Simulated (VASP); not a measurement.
# Na7H (I-43m) in VASP: notebook, part 2 of 2

VASP 6.6.1.

**6. Relaxation of cell and atoms, PBE**

This run uses another cell than the first one, of 32.49 Å³/atom, 1.770 times its volume.

Input file INCAR:

```
SYSTEM = Na7H
PREC = Accurate
ENCUT = 600
EDIFF = 1E-6
ISMEAR = 0
SIGMA = 0.1
LREAL = .False.
LASPH = .True.
NELM = 80
ALGO = Normal
ISIF = 3
LWAVE = .False.
LCHARG = .False.
GGA = PE
IBRION = 2
NSW = 100
EDIFFG = -0.01
```

Input file KPOINTS:

```
Automatic mesh
0
Gamma
  8 8 8
  0 0 0
```

Input file POSCAR:

```
Na7H
1.0
   -4.0204831520      4.0204831520      4.0204831520
    4.0204831520     -4.0204831520      4.0204831520
    4.0204831520      4.0204831520     -4.0204831520
Na H
7 1
Direct
    0.0000000000      0.5000000000      0.5000000000
    0.5000000000      0.0000000000      0.5000000000
    0.5000000000      0.5000000000      0.0000000000
    0.3388684761      0.3388684761      0.3388684761
    0.0000000000      0.0000000000      0.6611315239
    0.0000000000      0.6611315239      0.0000000000
    0.6611315239      0.0000000000      0.0000000000
    0.0000000000      0.0000000000      0.0000000000
```

Potentials or basis: VASP PAW PBE potentials, release 64 (Na_pv, H).

Started as:

```console
cat potpaw_PBE.64/Na_pv/POTCAR potpaw_PBE.64/H/POTCAR > POTCAR
mpirun -np 1 vasp_std > vasp.out
```

OUTCAR:

```text
SYSTEM = Na7H
   PREC = Accurate
   ENCUT = 600
   EDIFF = 1E-6
   ISMEAR = 0
   LREAL = .False.
   LASPH = .True.
   NELM = 80
   ISIF = 3
   GGA = PE
   IBRION = 2
   NSW = 100
   EDIFFG = -0.01

 ion  position               nearest neighbor table
   1  0.000  0.500  0.500-
   2  0.500  0.000  0.500-
   3  0.500  0.500  0.000-
   4  0.339  0.339  0.339-
   5  0.000  0.000  0.661-
   6  0.000  0.661  0.000-
   7  0.661  0.000  0.000-
   8  0.000  0.000  0.000-

  LATTYP: Found a body centered cubic cell.
 ALAT       =     8.0409663040

  Lattice vectors:

 A1 = (  -4.0204831520,   4.0204831520,   4.0204831520)
 A2 = (   4.0204831520,  -4.0204831520,   4.0204831520)
 A3 = (   4.0204831520,   4.0204831520,  -4.0204831520)

Analysis of symmetry for initial positions (statically):
=====================================================================
 Subroutine PRICEL returns:
 Original cell was already a primitive cell.

 Routine SETGRP: Setting up the symmetry group for a
 body centered cubic supercell.

 Subroutine GETGRP returns: Found 24 space group operations
 (whereof 24 operations were pure point group operations)
 out of a pool of 48 trial point group operations.

The static configuration has the point symmetry T_d .

Analysis of symmetry for dynamics (positions and initial velocities):
=====================================================================
 Subroutine PRICEL returns:
 Original cell was already a primitive cell.

 Routine SETGRP: Setting up the symmetry group for a
 body centered cubic supercell.

 Subroutine GETGRP returns: Found 24 space group operations
[... 131 lines left out ...]
   EFERMI_NEDOS =   21; number of points for ismear=-14 and -15
   IALGO  =     38    algorithm
   IMIX   =      4    mixing-type and parameters
     AMIX     =   0.40;   BMIX     =  1.00
     AMIX_MAG =   1.60;   BMIX_MAG =  1.00
  volume/ion in A,a.u.               =      32.49       219.28
  Fermi-wavevector in a.u.,A,eV,Ry     =   0.945003  1.785797 12.150424  0.893031
  Thomas-Fermi vector in A             =   2.072863
   LORBIT       =      0    0 simple, 1 ext, 2 COOP (PROOUT), +10 PAW based schemes
   GGA     = PE    functional components
   LHFCALC =     F    Hartree Fock is set to
   AEXX    =    0.0000 exact exchange contribution
   IVDW    =     0    specifies the selected vdW correction
   LEPSILON=     F    determine dielectric tensor
   LRPA    =     F    only Hartree local field effects (RPA)
 conjugate gradient relaxation of ions
 non-spin polarized calculation
 Gauss-broadening in eV      SIGMA  =   0.10
  energy-cutoff  :      600.00
  volume of cell :      259.95
 maximum number of plane-waves:      8701
   NGX = 27   NGY = 27   NGZ = 27

--------------------------------------- Ionic step        1  -------------------------------------------

 number of electron      50.0000063 magnetization

 Free energy of the ion-electron system (eV)
  ---------------------------------------------------
  ext. energy  EPLUGINS =         0.00000000
  ---------------------------------------------------
  free energy    TOTEN  =       -11.95536687 eV

  energy without entropy =      -11.94994638  energy(sigma->0) =      -11.95265662

------------------------ aborting loop because EDIFF is reached ----------------------------------------

  FORCE on cell =-STRESS in cart. coord.  units (eV):
  Direction    XX          YY          ZZ          XY          YZ          ZX
  --------------------------------------------------------------------------------------
  -------------------------------------------------------------------------------------
  Total        0.0516506      0.0516506      0.0516506      0.0000000      0.0000000     -0.0000000
  in kB        0.3183398      0.3183398      0.3183398      0.0000000      0.0000000     -0.0000000
  external PRESSURE =       0.3183398 kB  Pullay stress =       0.0000000 kB
[... 197 lines left out ...]
--------------------------------------- Ionic step        6  -------------------------------------------

 number of electron      50.0000046 magnetization

 Free energy of the ion-electron system (eV)
  ---------------------------------------------------
  ext. energy  EPLUGINS =         0.00000000
  ---------------------------------------------------
  free energy    TOTEN  =       -11.96105071 eV

  energy without entropy =      -11.95563640  energy(sigma->0) =      -11.95834356

 E-fermi :   0.3810     XC(G=0):  -6.4984

 val. band max:        0.3538228068   @ k =  -0.2500   0.2500   0.1250
 cond. band min:       0.4534274104   @ k =  -0.3750   0.3750   0.3750
 fundamental gap:      0.0996046036
 Fermi energy:         0.3810323918

 k-point     1 :       0.0000    0.0000    0.0000
  band No.  band energies     occupation
      1     -24.7972      2.00000
      2     -24.7972      2.00000
      3     -24.7972      2.00000
      4     -24.7429      2.00000
      5     -24.7429      2.00000
      6     -24.7429      2.00000
[... 781 lines left out ...]
     29       2.0058      0.00000
     30       2.5360      0.00000

 [... further k-points ...]
[... 5 lines left out ...]
  --------------------------------------------------------------------------------------
  -------------------------------------------------------------------------------------
  Total       -0.0624220     -0.0624220     -0.0624220      0.0000000     -0.0000000     -0.0000000
  in kB       -0.3783365     -0.3783365     -0.3783365      0.0000000     -0.0000000     -0.0000000
  external PRESSURE =      -0.3783365 kB  Pullay stress =       0.0000000 kB
[... 23 lines left out ...]
  FREE ENERGIE OF THE ION-ELECTRON SYSTEM (eV)
  ---------------------------------------------------
  free  energy   TOTEN  =       -11.9610507112 eV

  energy  without entropy=      -11.9556364026  energy(sigma->0) =      -11.95834356

 reached required accuracy - stopping structural energy minimisation
```

Wall time 21 min (1 thread of Oxide Virtual Turin-like, shared host); peak memory 0.53 GiB.

What came out:

- Free energy: -11.9611 eV
- Relaxed volume: 33.04 Å³/atom
- Relaxed cell: a = 7.003 Å, b = 7.003 Å, c = 7.003 Å, α = 109.47°, β = 109.47°, γ = 109.47°
- Space group after relaxing (to 0.05 Å): I-43m (No. 217)
- Energy gained by relaxing: 0.7 meV/atom
- Ionic steps: 6
- Pressure after relaxing: 0.0 GPa
- Largest force after relaxing: 0.009 eV/Å
- Band gap on the k mesh: zero (band 25 reaches 1.43 eV, above the bottom of band 26 at -0.56 eV)

Forces in eV/Å, atoms in the order of the input:
```
Na   0.000  0.000  0.000
Na   0.000  0.000  0.000
Na   0.000  0.000  0.000
Na  -0.005 -0.005 -0.005
Na   0.005  0.005 -0.005
Na   0.005 -0.005  0.005
Na  -0.005  0.005  0.005
H    0.000  0.000  0.000
```

Step by step:
| step | energy change (eV) | largest force (eV/Å) | pressure (GPa) | volume (Å³) |
| --- | --- | --- | --- | --- |
| 1 | 0.0000 | 0.0528 | 0.03 | 259.95 |
| 2 | -0.0006 | 0.0499 | 0.03 | 260.20 |
| 3 | -0.0021 | 0.0421 | 0.02 | 260.93 |
| 4 | -0.0044 | 0.0276 | 0.00 | 262.39 |
| 5 | -0.0056 | 0.0038 | -0.07 | 265.33 |
| 6 | -0.0057 | 0.0092 | -0.04 | 264.34 |

Final structure:
```
CELL_PARAMETERS angstrom
-4.04300 4.04300 4.04300
4.04300 -4.04300 4.04300
4.04300 4.04300 -4.04300
ATOMIC_POSITIONS crystal
Na 0.00000 0.50000 0.50000
Na 0.50000 0.00000 0.50000
Na 0.50000 0.50000 0.00000
Na 0.33230 0.33230 0.33230
Na 0.00000 0.00000 0.66770
Na 0.00000 0.66770 0.00000
Na 0.66770 0.00000 0.00000
H 0.00000 0.00000 0.00000
```

Levels at points of the mesh, in eV from the Fermi level:
```
           k point  band 22  band 23  band 24  band 25  band 26  band 27  band 28  band 29
(0.00, 0.00, 0.00)    -4.08    -1.96     1.05     1.05     1.05     1.14     1.14     1.14
(0.50, 0.00, 0.00)    -3.69    -2.13    -1.19     0.12     0.18     0.22     1.36     2.09
(0.50, 0.50, 0.50)    -3.54    -1.02    -1.02    -0.94    -0.94    -0.94     1.71     3.09
```

**7. The runs side by side**

```tsv
task	cell	k mesh	cutoff (eV)	gap on the mesh (eV)	pressure (GPa)	relaxed volume (Å³/atom)	largest force (eV/Å)
single point	a = 5.756 Å, angles 109.5°, 8 atoms	4 × 4 × 4	520	none	13.4	-	0.34
single point	a = 6.964 Å, angles 109.5°, 8 atoms	4 × 4 × 4	520	none	0.0	-	0.05
relaxation of cell and atoms	relaxed from a = 5.756 Å, angles 109.5°, 8 atoms	4 × 4 × 4	600	none	0.0	32.43	0.03
single point	a = 6.993 Å, angles 109.5°, 8 atoms	8 × 8 × 8	520	none	0.0	-	0.01
relaxation of cell and atoms	relaxed from a = 6.964 Å, angles 109.5°, 8 atoms	8 × 8 × 8	600	none	0.0	33.04	0.01
```

Alike in all rows: level PBE; potentials or basis VASP PAW PBE potentials, release 64 (Na_pv, H); no spin polarisation; smearing gaussian 0.1 eV.

Caveats: the volume moved by over 15 % at a fixed basis, so the end points are rough (some runs).

Absolute energies hang on the potentials; compare differences alone.
